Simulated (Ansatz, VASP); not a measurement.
## Two plane-wave programs on Sb

```
Sb
1.0
     3.36900    0.01685    0.01685
    -1.66991    2.90922    0.00617
     0.02665    0.02665    5.33000
Sb
2
Direct
  0.33333 0.66667 0.25000
  0.66667 0.33333 0.75000
```

Change from the starting cell: equal xy, yz and zx shear strains of +1 %, PAW files.

Alike in both runs: task electric field gradients; functional PBEsol; k mesh 12 × 12 × 7; occupations fermi-dirac, width 0.05 eV; no spin polarisation.

|  | VASP | Ansatz |
| --- | --- | --- |
| version | VASP 6.6.1 | Ansatz 0.2.0 |
| potentials or method | VASP PAW PBE potentials, release 64 (Sb) | PAW with Ansatz's default frozen-core files, scalar-relativistic |
| plane-wave cutoff (eV) | 520 | 420 |
| valence electrons in the cell | 10 | 30 |

```csv
,VASP,Ansatz,Ansatz less VASP
pressure (GPa),-0.2,-0.2,+0.01
"traceless stress, the component that is largest in VASP (GPa)",-0.80,-0.80,+0.001
rms of the force components (eV/Å),0.009,0.009,-0.0003
size of Vzz on the site where it differs most (V/Å²),20.9,22.8,+1.89
```

VASP's potentials were made for PBE, not for PBEsol. Atom by atom the forces differ by 0.000 eV/Å (rms over components). The functional is the same, so the differences come from potentials, cutoffs and numerics. VASP's potentials hold 10 valence electrons a cell and Ansatz's 30, so a difference there can come from the potentials and not from the codes.

Spin-orbit coupling is off throughout.
